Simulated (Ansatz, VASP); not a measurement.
**TiO2 in VASP and in Ansatz**

INCAR

```
SYSTEM = TiO2
ALGO = Normal
EDIFF = 1E-8
ENCUT = 520
GGA = CA
ISIF = 2
ISMEAR = -1
LASPH = .TRUE.
LCHARG = .FALSE.
LEFG = .TRUE.
LREAL = .FALSE.
LWAVE = .FALSE.
NBANDS = 33
NELM = 60
PREC = Accurate
SIGMA = 0.08
```

KPOINTS

```
k-points
0
G
  13 13 13
  0 0 0
```

POSCAR

```
TiO2
1.0
   -1.8861705213      1.8861705213      4.7410901822
    1.8861705213     -1.8861705213      4.7410901822
    1.8861705213      1.8861705213     -4.7410901822
Ti O
2 4
Direct
    0.0000000000      0.0000000000      0.0000000000
    0.7500000000      0.2500000000      0.5000000000
    0.2066000000      0.2066000000      0.0000000000
    0.9566000000      0.4566000000      0.5000000000
    0.5434000000      0.0434000000      0.5000000000
    0.7934000000      0.7934000000      0.0000000000
```

Input for Ansatz:

```yaml
crystal:
  lattice:
    - [-1.8861705213, 1.8861705213, 4.7410901822]
    - [1.8861705213, -1.8861705213, 4.7410901822]
    - [1.8861705213, 1.8861705213, -4.7410901822]
  atoms:
    - { symbol: Ti, position: [0.0, 0.0, 0.0] }
    - { symbol: Ti, position: [0.75, 0.25, 0.5] }
    - { symbol: O, position: [0.2066, 0.2066, 0.0] }
    - { symbol: O, position: [0.9566, 0.4566, 0.5] }
    - { symbol: O, position: [0.5434, 0.0434, 0.5] }
    - { symbol: O, position: [0.7934, 0.7934, 0.0] }
kpoints:
  mp_grid: { grid: [13, 13, 13] }
scf:
  occupations: { method: fermi_dirac, width: 0.08 }
hamiltonian:
  xc: lda
  pseudopotentials: { kind: all_electron, datasets: crystal }
output:
  forces: true
  stress: true
  eigenvalues: true
  efg: { contact_densities: true }
```

Change from the starting cell: volume scaled by 0.99, crystal datasets.

Alike in both runs: task electric field gradients; functional LDA; k mesh 13 × 13 × 13; occupations fermi-dirac, width 0.08 eV; no spin polarisation.

|  | VASP | Ansatz |
| --- | --- | --- |
| version | VASP 6.6.1 | Ansatz 0.2.0 |
| potentials or method | VASP PAW LDA potentials, release 64 (Ti_sv, O), cutoff 520 eV | all-electron PAW with datasets made for the crystal, scalar-relativistic |

|  | VASP | Ansatz | Ansatz less VASP |
| --- | --- | --- | --- |
| pressure (GPa) | -2.6 | -3.6 | -0.99 |
| traceless stress, the component that is largest in VASP (GPa) | 2.57 | 2.47 | -0.101 |
| rms of the force components (eV/Å) | 0.098 | 0.083 | -0.0149 |
| size of Vzz on the site where it differs most (V/Å²) | 13.0 | 14.1 | +1.19 |

LDA's correlation is that of Perdew and Zunger in VASP and of Perdew and Wang (1992) in Ansatz. Atom by atom the forces differ by 0.015 eV/Å (rms over components). Ansatz ran all-electron here, and VASP with PAW potentials.
